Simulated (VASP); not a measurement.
# GaP (m.bB) (F-43m) in VASP: single point with PBE

Aim: the single point of GaP (m.bB) with PBE.

Program: VASP 6.6.1. These are calculated values, not measurements. Logs are shortened: lines on timing, memory, paths and dates and some standing lists are left out, and cuts for length are marked.

## 1. The cell of the first run

It takes space group F-43m (No. 216, cubic). Conventional cell: a = 5.507 Å, b = 5.507 Å, c = 5.507 Å, α = 90.00°, β = 90.00°, γ = 90.00°. Within 3.1 Å of Ga (site symmetry -43m) lie 4 P at 2.38 Å. P (site symmetry -43m) has 4 Ga at 2.38 Å within 3.1 Å.

## 2. Single point, PBE

File INCAR:

```
PREC = Accurate
ENCUT = 500
EDIFF = 1E-6
ISMEAR = 0
SIGMA = 0.02
LREAL = F
LASPH = T
NELM = 120
ALGO = Normal
ISIF = 2
LWAVE = F
LCHARG = F
GGA = PE
NBANDS = 16
GGA_COMPAT = F
```

File KPOINTS:

```
regular mesh
0
Gamma
  8 8 8
```

File POSCAR:

```
GaP
1.0
    0.0000000000      2.7533028934      2.7533028934
    2.7533028934      0.0000000000      2.7533028934
    2.7533028934      2.7533028934      0.0000000000
Ga P
1 1
Direct
    0.0000000000      0.0000000000      0.0000000000
    0.2500000000      0.2500000000      0.2500000000
```

Potentials or basis: VASP PAW PBE potentials, release 64 (Ga_d, P).

Launch:

```console
cat potpaw_PBE.64/Ga_d/POTCAR potpaw_PBE.64/P/POTCAR > POTCAR
mpirun -np 1 vasp_std > vasp.out
```

OUTCAR:

```text
PREC = Accurate
   ENCUT = 500
   EDIFF = 1E-6
   ISMEAR = 0
   LREAL = F
   LASPH = T
   NELM = 120
   ISIF = 2
   GGA = PE

 ion  position               nearest neighbor table
   1  0.000  0.000  0.000-   2 2.38   2 2.38   2 2.38   2 2.38
   2  0.250  0.250  0.250-   1 2.38   1 2.38   1 2.38   1 2.38

  LATTYP: Found a face centered cubic cell.
 ALAT       =     5.5066057868

  Lattice vectors:

 A1 = (   0.0000000000,   2.7533028934,   2.7533028934)
 A2 = (   2.7533028934,   0.0000000000,   2.7533028934)
 A3 = (   2.7533028934,   2.7533028934,   0.0000000000)

Analysis of symmetry for initial positions (statically):
=====================================================================
 Subroutine PRICEL returns:
 Original cell was already a primitive cell.

 Routine SETGRP: Setting up the symmetry group for a
 face centered cubic supercell.

 Subroutine GETGRP returns: Found 24 space group operations
 (whereof 24 operations were pure point group operations)
 out of a pool of 48 trial point group operations.

The static configuration has the point symmetry T_d .

Analysis of symmetry for dynamics (positions and initial velocities):
=====================================================================
 Subroutine PRICEL returns:
 Original cell was already a primitive cell.

 Routine SETGRP: Setting up the symmetry group for a
 face centered cubic supercell.

 Subroutine GETGRP returns: Found 24 space group operations
 (whereof 24 operations were pure point group operations)
 out of a pool of 48 trial point group operations.

The dynamic configuration has the point symmetry T_d .

 Subroutine INISYM returns: Found 24 space group operations
 (whereof 24 operations are pure point group operations),
 and found     1 'primitive' translations

----------------------------------------------------------------------------------------

                                     Primitive cell

  volume of cell :      41.7438

  direct lattice vectors                    reciprocal lattice vectors
     0.000000000  2.753302893  2.753302893    -0.181600071  0.181600071  0.181600071
     2.753302893  0.000000000  2.753302893     0.181600071 -0.181600071  0.181600071
     2.753302893  2.753302893  0.000000000     0.181600071  0.181600071 -0.181600071

  length of vectors
     3.893758293  3.893758293  3.893758293     0.314540549  0.314540549  0.314540549

  position of ions in fractional coordinates (direct lattice)
     0.000000000  0.000000000  0.000000000
     0.250000000  0.250000000  0.250000000

  ion indices of the primitive-cell ions
   primitive index   ion index
                 1           1
                 2           2

----------------------------------------------------------------------------------------

 KPOINTS: regular mesh

Automatic generation of k-mesh.
 Grid dimensions read from file:
 generate k-points for:    8    8    8

 Generating k-lattice:

  Cartesian coordinates                     Fractional coordinates (reciprocal lattice)
    -0.022700009  0.022700009  0.022700009     0.125000000  0.000000000  0.000000000
     0.022700009 -0.022700009  0.022700009     0.000000000  0.125000000  0.000000000
     0.022700009  0.022700009 -0.022700009     0.000000000  0.000000000  0.125000000

  Length of vectors
     0.039317569  0.039317569  0.039317569

  Shift w.r.t. Gamma in fractional coordinates (k-lattice)
     0.000000000  0.000000000  0.000000000

 Subroutine IBZKPT returns following result:
 ===========================================

 Found     29 irreducible k-points:

 Following reciprocal coordinates:
            Coordinates               Weight
  0.000000  0.000000  0.000000      1.000000
  0.125000  0.000000  0.000000      8.000000
  0.250000  0.000000  0.000000      8.000000
  0.375000  0.000000  0.000000      8.000000
  0.500000  0.000000  0.000000      4.000000
  0.125000  0.125000  0.000000      6.000000
[... 16 lines left out ...]
  0.500000  0.250000  0.125000     48.000000
 -0.375000  0.250000  0.125000     24.000000
 [... further k-points ...]
   k-points           NKPTS =     29   k-points in BZ     NKDIM =     29   number of bands    NBANDS=     16
   number of dos      NEDOS =    301   number of ions     NIONS =      2
   total plane-waves  NPLWV =  21952
   dimension x,y,z NGX =    28 NGY =   28 NGZ =   28
   dimension x,y,z NGXF=    56 NGYF=   56 NGZF=   56
   ions per type =               1   1
   NGX,Y,Z   is equivalent  to a cutoff of  11.95, 11.95, 11.95 a.u.
   NGXF,Y,Z  is equivalent  to a cutoff of  23.91, 23.91, 23.91 a.u.
 SYSTEM =  unknown system
   PREC   = accura    normal or accurate (medium, high low for compatibility)
   ISTART =      0    job   : 0-new  1-cont  2-samecut
   ICHARG =      2    charge: 1-file 2-atom 10-const
   ISPIN  =      1    spin polarized calculation?
   LNONCOLLINEAR =      F non collinear calculations
   LSORBIT =      F    spin-orbit coupling
   LASPH  =      T    aspherical Exc in radial PAW
   ENCUT  =  500.0 eV  36.75 Ry    6.06 a.u.   7.10  7.10  7.10*2*pi/ulx,y,z
   NELM   =    120;   NELMIN=  2; NELMDL= -5     # of ELM steps
   EDIFF  = 0.1E-05   stopping-criterion for ELM
   LREAL  =      F    real-space projection
[... 7 lines left out ...]
   TEBEG  =    0.0;   TEEND  =   0.0 temperature during run
   PSTRESS=    0.0 pullay stress
   NELECT =      18.0000    total number of electrons
   NUPDOWN=      -1.0000    fix difference up-down
   EMIN   =  10.00;   EMAX   =-10.00  energy-range for DOS
   EFERMI =   0.00;   METHOD = LEGACY
   ISMEAR =     0;   SIGMA  =   0.02  broadening in eV -4-tet -1-fermi 0-gaus
   EFERMI_NEDOS =   21; number of points for ismear=-14 and -15
   IALGO  =     38    algorithm
   IMIX   =      4    mixing-type and parameters
     AMIX     =   0.40;   BMIX     =  1.00
     AMIX_MAG =   1.60;   BMIX_MAG =  1.00
  volume/ion in A,a.u.               =      20.87       140.85
  Fermi-wavevector in a.u.,A,eV,Ry     =   1.236806  2.337225 20.812692  1.529690
  Thomas-Fermi vector in A             =   2.371400
   LORBIT       =      0    0 simple, 1 ext, 2 COOP (PROOUT), +10 PAW based schemes
   GGA     = PE    functional components
   LHFCALC =     F    Hartree Fock is set to
   AEXX    =    0.0000 exact exchange contribution
   IVDW    =     0    specifies the selected vdW correction
   LEPSILON=     F    determine dielectric tensor
   LRPA    =     F    only Hartree local field effects (RPA)
 non-spin polarized calculation
 Gauss-broadening in eV      SIGMA  =   0.02
  energy-cutoff  :      500.00
  volume of cell :       41.74
 maximum number of plane-waves:      1068
   NGX = 15   NGY = 15   NGZ = 15

 number of electron      18.0000009 magnetization

 Free energy of the ion-electron system (eV)
  ---------------------------------------------------
  ext. energy  EPLUGINS =         0.00000000
  ---------------------------------------------------
  free energy    TOTEN  =        -9.12546137 eV

  energy without entropy =       -9.12546137  energy(sigma->0) =       -9.12546137

 E-fermi :   4.4986     XC(G=0):  -9.6937

 val. band max:        4.3437680947   @ k =   0.0000   0.0000   0.0000
 cond. band min:       5.9169594706   @ k =   0.0000   0.0000   0.0000
 fundamental gap:      1.5731913759
 Fermi energy:         4.4986394685

 k-point     1 :       0.0000    0.0000    0.0000
  band No.  band energies     occupation
      1     -10.1587      2.00000
      2     -10.1587      2.00000
      3     -10.1587      2.00000
      4     -10.0681      2.00000
      5     -10.0681      2.00000
      6      -7.9212      2.00000
[... 8 lines left out ...]
     15      14.0882      0.00000
     16      14.0882      0.00000

 k-point     2 :       0.1250    0.0000    0.0000
  band No.  band energies     occupation
      1     -10.1705      2.00000
      2     -10.1545      2.00000
      3     -10.1545      2.00000
      4     -10.0681      2.00000
      5     -10.0681      2.00000
      6      -7.7270      2.00000
[... 8 lines left out ...]
     15      13.4828      0.00000
     16      13.9002      0.00000

 k-point     3 :       0.2500    0.0000    0.0000
  band No.  band energies     occupation
      1     -10.1968      2.00000
      2     -10.1454      2.00000
      3     -10.1454      2.00000
      4     -10.0669      2.00000
      5     -10.0669      2.00000
      6      -7.1769      2.00000
[... 8 lines left out ...]
     15      13.2987      0.00000
     16      14.1881      0.00000

 k-point     4 :       0.3750    0.0000    0.0000
  band No.  band energies     occupation
      1     -10.2210      2.00000
      2     -10.1385      2.00000
      3     -10.1385      2.00000
      4     -10.0636      2.00000
      5     -10.0636      2.00000
      6      -6.4146      2.00000
[... 8 lines left out ...]
     15      14.4535      0.00000
     16      14.4535      0.00000

 k-point     5 :       0.5000    0.0000    0.0000
  band No.  band energies     occupation
      1     -10.2305      2.00000
      2     -10.1363      2.00000
      3     -10.1363      2.00000
      4     -10.0615      2.00000
      5     -10.0615      2.00000
      6      -5.9544      2.00000
[... 8 lines left out ...]
     15      15.9313      0.00000
     16      15.9313      0.00000

 k-point     6 :       0.1250    0.1250    0.0000
  band No.  band energies     occupation
      1     -10.1784      2.00000
      2     -10.1505      2.00000
      3     -10.1505      2.00000
      4     -10.0717      2.00000
      5     -10.0652      2.00000
      6      -7.6623      2.00000
[... 8 lines left out ...]
     15      14.2538      0.00000
     16      14.3294      0.00000
[... 267 lines left out ...]
 k-point    21 :       0.5000    0.5000    0.0000
  band No.  band energies     occupation
      1     -10.2646      2.00000
      2     -10.1000      2.00000
      3     -10.1000      2.00000
      4     -10.0994      2.00000
      5     -10.0485      2.00000
      6      -5.0963      2.00000
[... 8 lines left out ...]
     15      16.6731      0.00000
     16      17.2069      0.00000

 k-point    22 :       0.3750    0.2500    0.1250
  band No.  band energies     occupation
      1     -10.2180      2.00000
      2     -10.1346      2.00000
      3     -10.1311      2.00000
      4     -10.0775      2.00000
      5     -10.0599      2.00000
      6      -6.7085      2.00000
[... 8 lines left out ...]
     15      15.3441      0.00000
     16      16.5694      0.00000

 k-point    23 :       0.5000    0.2500    0.1250
  band No.  band energies     occupation
      1     -10.2319      2.00000
      2     -10.1312      2.00000
      3     -10.1228      2.00000
      4     -10.0756      2.00000
      5     -10.0600      2.00000
      6      -5.9918      2.00000
[... 8 lines left out ...]
     15      15.7208      0.00000
     16      17.0388      0.00000

 k-point    24 :      -0.3750    0.2500    0.1250
  band No.  band energies     occupation
      1     -10.2370      2.00000
      2     -10.1307      2.00000
      3     -10.1199      2.00000
      4     -10.0725      2.00000
      5     -10.0615      2.00000
      6      -5.5661      2.00000
[... 8 lines left out ...]
     15      16.2357      0.00000
     16      16.6760      0.00000

 [... further k-points ...]

------------------------ aborting loop because EDIFF is reached ----------------------------------------

  FORCE on cell =-STRESS in cart. coord.  units (eV):
  Direction    XX          YY          ZZ          XY          YZ          ZX
  --------------------------------------------------------------------------------------
  -------------------------------------------------------------------------------------
  Total       -0.0261646     -0.0261646     -0.0261646     -0.0000000      0.0000000     -0.0000000
  in kB       -1.0042287     -1.0042287     -1.0042287     -0.0000000      0.0000000     -0.0000000
  external PRESSURE =      -1.0042287 kB  Pullay stress =       0.0000000 kB

 VOLUME and BASIS-vectors are now :
 -----------------------------------------------------------------------------
  energy-cutoff  :      500.00
  volume of cell :       41.74
      direct lattice vectors                 reciprocal lattice vectors
     0.000000000  2.753302893  2.753302893    -0.181600071  0.181600071  0.181600071
     2.753302893  0.000000000  2.753302893     0.181600071 -0.181600071  0.181600071
     2.753302893  2.753302893  0.000000000     0.181600071  0.181600071 -0.181600071

 POSITION                                       TOTAL-FORCE (eV/Angst)
 -----------------------------------------------------------------------------------
      0.00000      0.00000      0.00000        -0.000000     -0.000000      0.000000
      1.37665      1.37665      1.37665         0.000000      0.000000     -0.000000
 -----------------------------------------------------------------------------------
    total drift:                                0.000001      0.000001      0.000001

  FREE ENERGIE OF THE ION-ELECTRON SYSTEM (eV)
  ---------------------------------------------------
  free  energy   TOTEN  =        -9.1254613720 eV

  energy  without entropy=       -9.1254613720  energy(sigma->0) =       -9.12546137
```

Run time: 15 s. Hardware: 1 thread of Intel Xeon Platinum 8488C (Sapphire Rapids), shared host; peak memory 0.15 GiB.

What came out:

* Free energy: -9.1255 eV
* Pressure: -0.1 GPa
* Band gap on the k mesh: 1.57 eV, direct

A k mesh can miss the band edges. Expect the measured gap to be larger: semilocal functionals such as PBE lack the derivative discontinuity.
